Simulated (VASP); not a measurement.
PbS, 2 atoms in the cell. Symmetry: I4/mmm, No. 139, tetragonal system. Conventional cell: a = 4.298 Å, b = 4.298 Å, c = 5.633 Å, α = 90.00°, β = 90.00°, γ = 90.00°. Pb (site symmetry 4/mmm) has 6 S at 2.82 to 3.04 Å within 3.7 Å. Within 3.7 Å of S (site symmetry 4/mmm) lie 6 Pb at 2.82 to 3.04 Å.  This cell differs from its parent crystal: strain +0.025 along x and y, -0.050 along z.

| Quantity | Value |
| --- | --- |
| Program | VASP 6.6.1 |
| Task | single point |
| Functional | PBE |
| Dispersion | D3(BJ) |
| Potentials or basis | VASP PAW PBE potentials, release 64 (Pb_d, S) |
| Cutoff | 520 eV |
| k mesh | 10 × 10 × 10 |
| Occupations | gaussian, width 0.03 eV |
| Spin | no spin polarisation |
| Dipole correction | no |
| Further INCAR settings | ALGO = Normal; EDIFF = 1e-06; NBANDS = 17 |

Potentials or basis: VASP PAW PBE potentials, release 64 (Pb_d, S).

Launch:

```bash
$ cat potpaw_PBE.64/Pb_d/POTCAR potpaw_PBE.64/S/POTCAR > POTCAR
$ mpirun -np 1 vasp_std > vasp.out
```

Hardware: 1 thread of Intel(R) Xeon(R) 6975P-C (Granite Rapids), on a shared host.

Question: How long does it take, and how much memory?

Answer: Run time: 22 s on 1 thread of Intel(R) Xeon(R) 6975P-C (Granite Rapids), on a shared host, peak memory 0.24 GiB. Counts: scf iterations 12, k points 102.
